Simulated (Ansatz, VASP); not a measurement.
# AlNi in VASP and in Ansatz

INCAR

```
SYSTEM = AlNi
PREC = Accurate ; ENCUT = 520
EDIFF = 1E-6 ; ISMEAR = 0
SIGMA = 0.15 ; LREAL = .FALSE.
LASPH = .TRUE. ; NELM = 80
ALGO = Fast ; ISIF = 2
LWAVE = .FALSE. ; LCHARG = .FALSE.
GGA = PE ; NBANDS = 14
```

KPOINTS

```
regular mesh
0
G
  16 16 16
  0 0 0
```

File POSCAR:

```
AlNi
1.0
    2.0426321522     -2.0425983492      0.0000000000
    2.0426321522      2.0425983492      0.0000000000
    0.0000000000      0.0000000000      2.9004437222
Al Ni
1 1
Direct
   -0.0207706306      0.0000000000      0.0000000000
    0.5095483235      0.5000000000      0.5000000000
```

Input for Ansatz:

```yaml
crystal:
  lattice:
    - [2.0426321522, -2.0425983492, 0.0]
    - [2.0426321522, 2.0425983492, 0.0]
    - [0.0, 0.0, 2.9004437222]
  atoms:
    - { symbol: Al, position: [-0.0207706306, 0.0, 0.0] }
    - { symbol: Ni, position: [0.5095483235, 0.5, 0.5] }
basis:
  ecutwfc: 520.0
kpoints:
  mp_grid: { grid: [16, 16, 16] }
hamiltonian:
  xc: pbe
  pseudopotentials: { kind: paw, azcp: { folder: soft_1 } }
scf:
  occupations: { method: gaussian, width: 0.15 }
output:
  forces: true
  stress: true
  eigenvalues: true
```

Change from the starting cell: mode 4 frozen in at -0.060 Å and mode 6 at +0.000 Å (largest displacements).

Alike in both runs: task single point; functional PBE; k mesh 16 × 16 × 16; occupations gaussian, width 0.15 eV; no spin polarisation.

|  | VASP | Ansatz |
| --- | --- | --- |
| version | VASP 6.6.1 | Ansatz 0.2.0 |
| potentials or method | VASP PAW PBE potentials, release 64 (Al, Ni), cutoff 520 eV | scalar-relativistic, plane waves, PAW |
| valence electrons in the cell | 13 | 21 |

|  | VASP | Ansatz | Ansatz less VASP |
| --- | --- | --- | --- |
| gap on the k mesh at the Fermi level (eV) | none | none | - |
| pressure (GPa) | 0.5 | 0.5 | +0.04 |
| traceless stress, the component that is largest in VASP (GPa) | 0.18 | 0.17 | -0.002 |
| rms of the force components (eV/Å) | 0.288 | 0.286 | -0.0020 |

Atom by atom the forces differ by 0.002 eV/Å (rms over components). A gap of «none» marks a metal or a gap that the smearing closes. The functional is the same, so the differences come from potentials, cutoffs and numerics. VASP's potentials hold 13 valence electrons a cell and Ansatz's 21, so a difference there can come from the potentials and not from the codes. Ansatz's warnings: near symmetry operations not taken.
